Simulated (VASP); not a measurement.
# Bi (P3_121) in VASP: single point with r2SCAN

Aim: the single point of Bi with r2SCAN.

All numbers are computed with VASP 6.6.1; they aren't measurements. Logs are shortened: lines on timing, memory, paths and dates and some standing lists are left out, and cuts for length are marked.

### 1 The cell of the first run

The typed cell holds 3 atoms: a = 4.607 Å, b = 4.607 Å, c = 5.620 Å, α = 90.00°, β = 90.00°, γ = 120.00°.

This isn't the form of Bi at room conditions, which is rhombohedral.

### 2 Single point, r2SCAN

Contents of POSCAR:

```
Bi
1.0
    4.6068197432      0.0000000000      0.0000000000
   -2.3034098716      3.9896229283      0.0000000000
    0.0000000000      0.0000000000      5.6200124934
Bi
3
Direct
    0.3329735857      0.0000000000      0.3333333333
    0.0000000000      0.3329735857      0.6666666667
    0.6670264143      0.6670264143      0.0000000000
```

Contents of INCAR.step1:

```
PREC = Accurate ; ENCUT = 520
ISMEAR = 0 ; SIGMA = 0.1
LREAL = F ; LASPH = T
NELM = 80 ; NBANDS = 30
GGA = PE ; ALGO = Normal
EDIFF = 1E-4 ; LWAVE = T
LCHARG = F
```

Contents of INCAR.step2:

```
PREC = Accurate ; ENCUT = 520
EDIFF = 1E-6 ; ISMEAR = 0
SIGMA = 0.1 ; LREAL = F
LASPH = T ; NELM = 80
ALGO = Normal ; ISIF = 2
LWAVE = F ; LCHARG = F
METAGGA = R2SCAN ; LMIXTAU = T
NBANDS = 30 ; ISTART = 1
```

Contents of KPOINTS:

```
regular mesh
0
Gamma
  6 6 4
```

Potentials or basis: VASP PAW PBE potentials, release 64 (Bi_d).

Started as:

```console
cat potpaw_PBE.64/Bi_d/POTCAR > POTCAR
cp INCAR.step1 INCAR
mpirun -np 1 vasp_std > vasp.out
cp INCAR.step2 INCAR
mpirun -np 1 vasp_std > vasp.out
```

OUTCAR:

```text
PREC = Accurate
   ENCUT = 520
   EDIFF = 1E-6
   ISMEAR = 0
   LREAL = F
   LASPH = T
   NELM = 80
   ISIF = 2
   METAGGA = R2SCAN
   ISTART = 1

 ion  position               nearest neighbor table
   1  0.333  0.000  0.333-   3 3.25   2 3.25   3 3.25   3 3.25   2 3.25   2 3.25
   2  0.000  0.333  0.667-   3 3.25   1 3.25   3 3.25   3 3.25   1 3.25   1 3.25
   3  0.667  0.667  0.000-   1 3.25   2 3.25   1 3.25   2 3.25   2 3.25   1 3.25

  LATTYP: Found a hexagonal cell.
 ALAT       =     4.6068197432
 C/A-ratio  =     1.2199332309

  Lattice vectors:

 A1 = (   4.6068197432,   0.0000000000,   0.0000000000)
 A2 = (  -2.3034098716,   3.9896229283,   0.0000000000)
 A3 = (   0.0000000000,   0.0000000000,   5.6200124934)

Analysis of symmetry for initial positions (statically):
=====================================================================
 Subroutine PRICEL returns:
 Original cell was already a primitive cell.

 Routine SETGRP: Setting up the symmetry group for a
 hexagonal supercell.

 Subroutine GETGRP returns: Found  6 space group operations
 (whereof  2 operations were pure point group operations)
 out of a pool of 24 trial point group operations.

The static configuration has the point symmetry C_2 .
 The point group associated with its full space group is D_3 .

Analysis of symmetry for dynamics (positions and initial velocities):
=====================================================================
 Subroutine PRICEL returns:
 Original cell was already a primitive cell.

 Routine SETGRP: Setting up the symmetry group for a
 hexagonal supercell.

 Subroutine GETGRP returns: Found  6 space group operations
 (whereof  2 operations were pure point group operations)
 out of a pool of 24 trial point group operations.

The dynamic configuration has the point symmetry C_2 .
 The point group associated with its full space group is D_3 .

 Subroutine INISYM returns: Found  6 space group operations
 (whereof  2 operations are pure point group operations),
 and found     1 'primitive' translations

----------------------------------------------------------------------------------------

                                     Primitive cell

  volume of cell :     103.2929

[... 82 lines left out ...]
   ICHARG =      0    charge: 1-file 2-atom 10-const
   ISPIN  =      1    spin polarized calculation?
   LNONCOLLINEAR =      F non collinear calculations
   LSORBIT =      F    spin-orbit coupling
   LASPH  =      T    aspherical Exc in radial PAW
   ENCUT  =  520.0 eV  38.22 Ry    6.18 a.u.   8.57  8.57 10.45*2*pi/ulx,y,z
   NELM   =     80;   NELMIN=  2; NELMDL=  0     # of ELM steps
   EDIFF  = 0.1E-05   stopping-criterion for ELM
   LREAL  =      F    real-space projection
   EDIFFG = 0.1E-04   stopping-criterion for IOM
   NSW    =      0    number of steps for IOM
   IBRION =     -1    ionic relax: 0-MD 1-quasi-New 2-CG
   NFREE  =      0    steps in history (QN), initial steepest desc. (CG)
   ISIF   =      2    stress and relaxation
   ISYM   =      2    0-nonsym 1-usesym 2-fastsym
   POTIM  = 0.5000    time-step for ionic-motion
   TEBEG  =    0.0;   TEEND  =   0.0 temperature during run
   PSTRESS=    0.0 pullay stress
   NELECT =      45.0000    total number of electrons
   NUPDOWN=      -1.0000    fix difference up-down
   EMIN   =  10.00;   EMAX   =-10.00  energy-range for DOS
   EFERMI =   0.00;   METHOD = LEGACY
   ISMEAR =     0;   SIGMA  =   0.10  broadening in eV -4-tet -1-fermi 0-gaus
   EFERMI_NEDOS =   21; number of points for ismear=-14 and -15
   IALGO  =     38    algorithm
   IMIX   =      4    mixing-type and parameters
     AMIX     =   0.40;   BMIX     =  1.00
     AMIX_MAG =   1.60;   BMIX_MAG =  1.00
  volume/ion in A,a.u.               =      34.43       232.35
  Fermi-wavevector in a.u.,A,eV,Ry     =   1.241049  2.345242 20.955725  1.540202
  Thomas-Fermi vector in A             =   2.375463
   LORBIT       =      0    0 simple, 1 ext, 2 COOP (PROOUT), +10 PAW based schemes
   METAGGA = R2SCAN    functional components
   LHFCALC =     F    Hartree Fock is set to
   AEXX    =    0.0000 exact exchange contribution
   IVDW    =     0    specifies the selected vdW correction
   LEPSILON=     F    determine dielectric tensor
   LRPA    =     F    only Hartree local field effects (RPA)
 non-spin polarized calculation
 Gauss-broadening in eV      SIGMA  =   0.10
  energy-cutoff  :      520.00
  volume of cell :      103.29
 maximum number of plane-waves:      2813
 NGX is ok and might be reduce to    36
   NGX = 17   NGY = 17   NGZ = 21

 number of electron      45.0000008 magnetization

 Free energy of the ion-electron system (eV)
  ---------------------------------------------------
  ext. energy  EPLUGINS =         0.00000000
  ---------------------------------------------------
  free energy    TOTEN  =      -175.25935474 eV

  energy without entropy =     -175.25377152  energy(sigma->0) =     -175.25656313

 E-fermi :   6.4011     XC(G=0): -10.3749

 val. band max:        6.2896350317   @ k =   0.3333   0.1667   0.0000
 cond. band min:       6.5083343960   @ k =   0.1667   0.1667   0.2500
 fundamental gap:      0.2186993643
 Fermi energy:         6.4010550821

 k-point     1 :       0.0000    0.0000    0.0000
  band No.  band energies     occupation
      1     -17.1987      2.00000
      2     -17.1987      2.00000
      3     -16.9883      2.00000
      4     -16.9883      2.00000
      5     -16.9861      2.00000
      6     -16.9859      2.00000
[... 781 lines left out ...]
     29      13.8967      0.00000
     30      13.8967      0.00000

------------------------ aborting loop because EDIFF is reached ----------------------------------------

  FORCE on cell =-STRESS in cart. coord.  units (eV):
  Direction    XX          YY          ZZ          XY          YZ          ZX
  --------------------------------------------------------------------------------------
  -------------------------------------------------------------------------------------
  Total       -0.0856573     -0.0856573      0.1966568      0.0000000      0.0000000      0.0000000
  in kB       -1.3286319     -1.3286319      3.0503462      0.0000000      0.0000000      0.0000000
  external PRESSURE =       0.1310274 kB  Pullay stress =       0.0000000 kB

 VOLUME and BASIS-vectors are now :
 -----------------------------------------------------------------------------
  energy-cutoff  :      520.00
  volume of cell :      103.29
      direct lattice vectors                 reciprocal lattice vectors
     4.606819743  0.000000000  0.000000000     0.217069487  0.125325127  0.000000000
    -2.303409872  3.989622928  0.000000000     0.000000000  0.250650254  0.000000000
     0.000000000  0.000000000  5.620012493     0.000000000  0.000000000  0.177935548

 POSITION                                       TOTAL-FORCE (eV/Angst)
 -----------------------------------------------------------------------------------
      1.53395      0.00000      1.87334         0.009497      0.000000      0.000000
     -0.76697      1.32844      3.74667        -0.004749      0.008225     -0.000000
      1.53644      2.66118      0.00000        -0.004749     -0.008225     -0.000000
 -----------------------------------------------------------------------------------
    total drift:                                0.000000     -0.000000      0.000000

  FREE ENERGIE OF THE ION-ELECTRON SYSTEM (eV)
  ---------------------------------------------------
  free  energy   TOTEN  =      -175.2593547393 eV

  energy  without entropy=     -175.2537715192  energy(sigma->0) =     -175.25656313
```

OUTCAR.step1:

```text
PREC = Accurate
   ENCUT = 520
   ISMEAR = 0
   LREAL = F
[... 1018 lines left out ...]
      1.53395      0.00000      1.87334         0.009560     -0.000000     -0.000000
     -0.76697      1.32844      3.74667        -0.004780      0.008279      0.000000
      1.53644      2.66118      0.00000        -0.004780     -0.008279      0.000000
 -----------------------------------------------------------------------------------
    total drift:                                0.000000     -0.000000      0.000000

  FREE ENERGIE OF THE ION-ELECTRON SYSTEM (eV)
  ---------------------------------------------------
  free  energy   TOTEN  =       -11.4851783393 eV

  energy  without entropy=      -11.4784810975  energy(sigma->0) =      -11.48182972
```

OSZICAR.step1:

```text
N       E                     dE             d eps       ncg     rms          rms(c)
DAV:   1     0.513632606379E+03    0.51363E+03   -0.23552E+04  1446   0.181E+03
DAV:   2     0.408757705871E+02   -0.47276E+03   -0.46242E+03  1440   0.503E+02
DAV:   3    -0.931804971521E+01   -0.50194E+02   -0.49330E+02  1690   0.179E+02
DAV:   4    -0.113708847737E+02   -0.20528E+01   -0.20492E+01  1622   0.393E+01
DAV:   5    -0.114809731855E+02   -0.11009E+00   -0.11008E+00  2022   0.827E+00    0.962E-01
DAV:   6    -0.114817370151E+02   -0.76383E-03   -0.33051E-02  1780   0.168E+00    0.580E-01
DAV:   7    -0.114849561920E+02   -0.32192E-02   -0.15285E-02  1992   0.130E+00    0.143E-01
DAV:   8    -0.114851909055E+02   -0.23471E-03   -0.18355E-03  1758   0.465E-01    0.159E-02
DAV:   9    -0.114851783393E+02    0.12566E-04   -0.55393E-05   972   0.862E-02
   1 F= -.11485178E+02 E0= -.11481830E+02  d E =-.669724E-02
```

Run time: 5.6 min. Hardware: 1 thread of Oxide Virtual Turin-like, shared host; peak memory 0.22 GiB.

What came out:

* Free energy: -175.2594 eV
* Pressure: 0.0 GPa
* Largest force: 0.009 eV/Å
* Band gap on the k mesh: zero (an odd number of electrons rules out a gap without spin polarisation)

Forces in eV/Å, atoms in the order of the input:
```
Bi   0.009  0.000  0.000
Bi  -0.005  0.008  0.000
Bi  -0.005 -0.008  0.000
```

Stress tensor (GPa, compression positive):
```
-0.13  0.00  0.00
 0.00 -0.13  0.00
 0.00  0.00  0.31
```

Caveat: the PAW data sets were made with another functional, which shifts forces and pressure a little; spin-orbit coupling is left out, which moves the levels of the heavy elements.
